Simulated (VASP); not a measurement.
# HgH (P6_3/mmc) in VASP: single point with r2SCAN

Aim: the single point of HgH with r2SCAN.

All numbers are computed with VASP 6.6.1; they aren't measurements. Logs are shortened: lines on timing, memory, paths and dates and some standing lists are left out, and cuts for length are marked.

**1. The cell of the first run**

Symmetry: P6_3/mmc, No. 194, hexagonal system. Conventional cell: a = 3.514 Å, b = 3.514 Å, c = 5.339 Å, α = 90.00°, β = 90.00°, γ = 120.00°. Hg (site symmetry -6m2) has 6 H at 2.43 Å within 3.2 Å. Within 3.2 Å of H (site symmetry -3m) lie 6 Hg at 2.43 Å and 2 H at 2.67 Å.

**2. Single point, r2SCAN**

POSCAR reads:

```
HgH
1.0
    3.5136672171      0.0000000000      0.0000000000
   -1.7568336086      3.0429250704      0.0000000000
    0.0000000000      0.0000000000      5.3391285675
Hg H
2 2
Direct
    0.6666666667      0.3333333333      0.7500000000
    0.3333333333      0.6666666667      0.2500000000
    0.0000000000      0.0000000000      0.0000000000
    0.0000000000      0.0000000000      0.5000000000
```

INCAR.step1 reads:

```
SYSTEM = HgH
PREC = Accurate
ENCUT = 520
ISMEAR = 0
SIGMA = 0.1
LREAL = .False.
LASPH = .True.
NELM = 60
NBANDS = 21
GGA = PE
ALGO = Normal
EDIFF = 1E-4
LWAVE = .True.
LCHARG = .False.
```

INCAR.step2 reads:

```
SYSTEM = HgH
PREC = Accurate
ENCUT = 520
EDIFF = 1E-6
ISMEAR = 0
SIGMA = 0.1
LREAL = .False.
LASPH = .True.
NELM = 60
ALGO = Normal
ISIF = 2
LWAVE = .False.
LCHARG = .False.
METAGGA = R2SCAN
LMIXTAU = .True.
NBANDS = 21
ISTART = 1
```

KPOINTS reads:

```
regular mesh
0
Gamma
  12 12 8
  0 0 0
```

Potentials or basis: VASP PAW PBE potentials, release 64 (Hg, H).

Run with:

```bash
cat potpaw_PBE.64/Hg/POTCAR potpaw_PBE.64/H/POTCAR > POTCAR
cp INCAR.step1 INCAR
mpirun -np 1 vasp_std > vasp.out
cp INCAR.step2 INCAR
mpirun -np 1 vasp_std > vasp.out
```

OUTCAR:

```text
SYSTEM = HgH
   PREC = Accurate
   ENCUT = 520
   EDIFF = 1E-6
   ISMEAR = 0
   LREAL = .False.
   LASPH = .True.
   NELM = 60
   ISIF = 2
   METAGGA = R2SCAN
   ISTART = 1

 ion  position               nearest neighbor table
   1  0.667  0.333  0.750-   2 3.35   2 3.35   2 3.35   2 3.35   2 3.35   2 3.35
   2  0.333  0.667  0.250-   1 3.35   1 3.35   1 3.35   1 3.35   1 3.35   1 3.35
   3  0.000  0.000  0.000-
   4  0.000  0.000  0.500-

  LATTYP: Found a hexagonal cell.
 ALAT       =     3.5136672171
 C/A-ratio  =     1.5195316567

  Lattice vectors:

 A1 = (   3.5136672171,   0.0000000000,   0.0000000000)
 A2 = (  -1.7568336086,   3.0429250704,   0.0000000000)
 A3 = (   0.0000000000,   0.0000000000,   5.3391285675)

Analysis of symmetry for initial positions (statically):
=====================================================================
 Subroutine PRICEL returns:
 Original cell was already a primitive cell.

 Routine SETGRP: Setting up the symmetry group for a
 hexagonal supercell.

 Subroutine GETGRP returns: Found 24 space group operations
 (whereof 12 operations were pure point group operations)
 out of a pool of 24 trial point group operations.

The static configuration has the point symmetry D_3d.
 The point group associated with its full space group is D_6h.

Analysis of symmetry for dynamics (positions and initial velocities):
=====================================================================
 Subroutine PRICEL returns:
 Original cell was already a primitive cell.

 Routine SETGRP: Setting up the symmetry group for a
 hexagonal supercell.

 Subroutine GETGRP returns: Found 24 space group operations
 (whereof 12 operations were pure point group operations)
 out of a pool of 24 trial point group operations.

The dynamic configuration has the point symmetry D_3d.
 The point group associated with its full space group is D_6h.

 Subroutine INISYM returns: Found 24 space group operations
 (whereof 12 operations are pure point group operations),
 and found     1 'primitive' translations

----------------------------------------------------------------------------------------

                                     Primitive cell

  volume of cell :      57.0850

  direct lattice vectors                    reciprocal lattice vectors
     3.513667217  0.000000000  0.000000000     0.284602934  0.164315581  0.000000000
    -1.756833609  3.042925070  0.000000000     0.000000000  0.328631161  0.000000000
     0.000000000  0.000000000  5.339128568     0.000000000  0.000000000  0.187296482

  length of vectors
     3.513667217  3.513667217  5.339128568     0.328631161  0.328631161  0.187296482

  position of ions in fractional coordinates (direct lattice)
     0.666666667  0.333333333  0.750000000
     0.333333333  0.666666667  0.250000000
     0.000000000  0.000000000  0.000000000
     0.000000000  0.000000000  0.500000000

  ion indices of the primitive-cell ions
   primitive index   ion index
                 1           1
                 2           2
                 3           3
                 4           4

----------------------------------------------------------------------------------------

 KPOINTS: regular mesh

Automatic generation of k-mesh.
 Grid dimensions read from file:
 generate k-points for:   12   12    8

 Generating k-lattice:

  Cartesian coordinates                     Fractional coordinates (reciprocal lattice)
     0.023716911  0.013692965  0.000000000     0.083333333  0.000000000  0.000000000
     0.000000000  0.027385930  0.000000000     0.000000000  0.083333333  0.000000000
     0.000000000  0.000000000  0.023412060     0.000000000  0.000000000  0.125000000

  Length of vectors
     0.027385930  0.027385930  0.023412060

  Shift w.r.t. Gamma in fractional coordinates (k-lattice)
     0.000000000  0.000000000  0.000000000

 Subroutine IBZKPT returns following result:
 ===========================================

 Found     95 irreducible k-points:

 Following reciprocal coordinates:
            Coordinates               Weight
  0.000000  0.000000  0.000000      1.000000
  0.083333  0.000000  0.000000      6.000000
  0.166667  0.000000  0.000000      6.000000
  0.250000  0.000000  0.000000      6.000000
  0.333333 -0.000000  0.000000      6.000000
  0.416667  0.000000  0.000000      6.000000
[... 16 lines left out ...]
  0.250000  0.000000  0.125000     12.000000
  0.333333 -0.000000  0.125000     12.000000
 [... further k-points ...]
   k-points           NKPTS =     95   k-points in BZ     NKDIM =     95   number of bands    NBANDS=     21
   number of dos      NEDOS =    301   number of ions     NIONS =      4
   total plane-waves  NPLWV =  31360
   dimension x,y,z NGX =    28 NGY =   28 NGZ =   40
   dimension x,y,z NGXF=    56 NGYF=   56 NGZF=   80
   ions per type =               2   2
   NGX,Y,Z   is equivalent  to a cutoff of  13.25, 13.25, 12.45 a.u.
   NGXF,Y,Z  is equivalent  to a cutoff of  26.50, 26.50, 24.91 a.u.
 SYSTEM =  HgH
   PREC   = accura    normal or accurate (medium, high low for compatibility)
   ISTART =      1    job   : 0-new  1-cont  2-samecut
   ICHARG =      0    charge: 1-file 2-atom 10-const
   ISPIN  =      1    spin polarized calculation?
   LNONCOLLINEAR =      F non collinear calculations
   LSORBIT =      F    spin-orbit coupling
   LASPH  =      T    aspherical Exc in radial PAW
   ENCUT  =  520.0 eV  38.22 Ry    6.18 a.u.   6.53  6.53  9.93*2*pi/ulx,y,z
   NELM   =     60;   NELMIN=  2; NELMDL=  0     # of ELM steps
   EDIFF  = 0.1E-05   stopping-criterion for ELM
   LREAL  =      F    real-space projection
   EDIFFG = 0.1E-04   stopping-criterion for IOM
   NSW    =      0    number of steps for IOM
   IBRION =     -1    ionic relax: 0-MD 1-quasi-New 2-CG
   NFREE  =      0    steps in history (QN), initial steepest desc. (CG)
   ISIF   =      2    stress and relaxation
   ISYM   =      2    0-nonsym 1-usesym 2-fastsym
   POTIM  = 0.5000    time-step for ionic-motion
   TEBEG  =    0.0;   TEEND  =   0.0 temperature during run
   PSTRESS=    0.0 pullay stress
   NELECT =      26.0000    total number of electrons
   NUPDOWN=      -1.0000    fix difference up-down
   EMIN   =  10.00;   EMAX   =-10.00  energy-range for DOS
   EFERMI =   0.00;   METHOD = LEGACY
   ISMEAR =     0;   SIGMA  =   0.10  broadening in eV -4-tet -1-fermi 0-gaus
   EFERMI_NEDOS =   21; number of points for ismear=-14 and -15
   IALGO  =     38    algorithm
   IMIX   =      4    mixing-type and parameters
     AMIX     =   0.40;   BMIX     =  1.00
     AMIX_MAG =   1.60;   BMIX_MAG =  1.00
  volume/ion in A,a.u.               =      14.27        96.31
  Fermi-wavevector in a.u.,A,eV,Ry     =   1.259578  2.380258 21.586155  1.586538
  Thomas-Fermi vector in A             =   2.393131
   LORBIT       =      0    0 simple, 1 ext, 2 COOP (PROOUT), +10 PAW based schemes
   METAGGA = R2SCAN    functional components
   LHFCALC =     F    Hartree Fock is set to
   AEXX    =    0.0000 exact exchange contribution
   IVDW    =     0    specifies the selected vdW correction
   LEPSILON=     F    determine dielectric tensor
   LRPA    =     F    only Hartree local field effects (RPA)
 non-spin polarized calculation
 Gauss-broadening in eV      SIGMA  =   0.10
  energy-cutoff  :      520.00
  volume of cell :       57.09
 maximum number of plane-waves:      1580
 NGX is ok and might be reduce to    28
   NGX = 13   NGY = 13   NGZ = 19

 number of electron      26.0000003 magnetization

 Free energy of the ion-electron system (eV)
  ---------------------------------------------------
  ext. energy  EPLUGINS =         0.00000000
  ---------------------------------------------------
  free energy    TOTEN  =      -102.55597800 eV

  energy without entropy =     -102.55220108  energy(sigma->0) =     -102.55408954

 E-fermi :   1.8675     XC(G=0): -11.1534

 val. band max:        1.8599134031   @ k =   0.3333   0.3333   0.0000
 cond. band min:       1.8685776292   @ k =   0.4167   0.0833   0.2500
 fundamental gap:      0.0086642260
 Fermi energy:         1.8675034762

 k-point     1 :       0.0000    0.0000    0.0000
  band No.  band energies     occupation
      1      -7.8006      2.00000
      2      -5.6687      2.00000
      3      -5.0659      2.00000
      4      -5.0659      2.00000
      5      -4.9421      2.00000
      6      -4.9120      2.00000
[... 13 lines left out ...]
     20      15.2956      0.00000
     21      16.3570      0.00000

 k-point     2 :       0.0833    0.0000    0.0000
  band No.  band energies     occupation
      1      -7.6763      2.00000
      2      -5.6173      2.00000
      3      -5.1341      2.00000
      4      -5.0226      2.00000
      5      -4.9512      2.00000
      6      -4.9378      2.00000
[... 13 lines left out ...]
     20      15.7004      0.00000
     21      16.2341      0.00000

 k-point     3 :       0.1667    0.0000    0.0000
  band No.  band energies     occupation
      1      -7.3179      2.00000
      2      -5.5116      2.00000
      3      -5.2241      2.00000
      4      -5.1828      2.00000
      5      -5.0090      2.00000
      6      -4.9477      2.00000
[... 13 lines left out ...]
     20      14.9102      0.00000
     21      15.6826      0.00000

 k-point     4 :       0.2500    0.0000    0.0000
  band No.  band energies     occupation
      1      -6.7915      2.00000
      2      -5.5392      2.00000
      3      -5.5029      2.00000
      4      -5.2022      2.00000
      5      -5.0948      2.00000
      6      -4.9330      2.00000
[... 13 lines left out ...]
     20      14.4487      0.00000
     21      16.3490      0.00000

 k-point     5 :       0.3333   -0.0000    0.0000
  band No.  band energies     occupation
      1      -6.3066      2.00000
      2      -5.8330      2.00000
      3      -5.5177      2.00000
      4      -5.1721      2.00000
      5      -5.1009      2.00000
      6      -4.8476      2.00000
[... 13 lines left out ...]
     20      13.7037      0.00000
     21      16.8136      0.00000
[... 382 lines left out ...]
     20      15.0672      0.00000
     21      15.8805      0.00000

 k-point    22 :       0.1667    0.0000    0.1250
  band No.  band energies     occupation
      1      -7.2369      2.00000
      2      -5.5012      2.00000
      3      -5.2307      2.00000
      4      -5.2117      2.00000
      5      -5.0426      2.00000
      6      -4.9880      2.00000
[... 13 lines left out ...]
     20      14.5753      0.00000
     21      15.7680      0.00000

 k-point    23 :       0.2500    0.0000    0.1250
  band No.  band energies     occupation
      1      -6.7409      2.00000
      2      -5.5854      2.00000
      3      -5.4544      2.00000
      4      -5.1859      2.00000
      5      -5.0835      2.00000
      6      -4.9894      2.00000
[... 13 lines left out ...]
     20      13.8242      0.00000
     21      16.0789      0.00000

 k-point    24 :       0.3333   -0.0000    0.1250
  band No.  band energies     occupation
      1      -6.3168      2.00000
      2      -5.8583      2.00000
      3      -5.4342      2.00000
      4      -5.1748      2.00000
      5      -5.1462      2.00000
      6      -4.8763      2.00000
[... 13 lines left out ...]
     20      13.1438      0.00000
     21      16.7414      0.00000

 [... further k-points ...]
[... 5 lines left out ...]
  --------------------------------------------------------------------------------------
  -------------------------------------------------------------------------------------
  Total        0.0818649      0.0818649      0.0960294     -0.0000000      0.0000000      0.0000000
  in kB        2.2976607      2.2976607      2.6952102     -0.0000000      0.0000000      0.0000000
  external PRESSURE =       2.4301772 kB  Pullay stress =       0.0000000 kB

 VOLUME and BASIS-vectors are now :
 -----------------------------------------------------------------------------
  energy-cutoff  :      520.00
  volume of cell :       57.09
      direct lattice vectors                 reciprocal lattice vectors
     3.513667217  0.000000000  0.000000000     0.284602934  0.164315581  0.000000000
    -1.756833609  3.042925070  0.000000000     0.000000000  0.328631161  0.000000000
     0.000000000  0.000000000  5.339128568     0.000000000  0.000000000  0.187296482

 POSITION                                       TOTAL-FORCE (eV/Angst)
 -----------------------------------------------------------------------------------
      1.75683      1.01431      4.00435        -0.000000     -0.000000     -0.000000
     -0.00000      2.02862      1.33478         0.000000      0.000000     -0.000000
      0.00000      0.00000      0.00000        -0.000000     -0.000000      0.000000
      0.00000      0.00000      2.66956        -0.000000     -0.000000      0.000000
 -----------------------------------------------------------------------------------
    total drift:                               -0.000000      0.000000      0.000000

  FREE ENERGIE OF THE ION-ELECTRON SYSTEM (eV)
  ---------------------------------------------------
  free  energy   TOTEN  =      -102.5559780028 eV

  energy  without entropy=     -102.5522010796  energy(sigma->0) =     -102.55408954
```

Wall time 11 min (1 thread of Intel Xeon 8259CL, shared host); peak memory 0.25 GiB.

What came out:

```
Free energy            : -102.5560 eV
Pressure               : 0.2 GPa
Band gap on the k mesh : zero (bands 13 and 14 overlap by 4.76 eV)
```

Caveat: the PAW data sets were made with another functional, which shifts forces and pressure a little; spin-orbit coupling is left out, which moves the levels of the heavy elements.
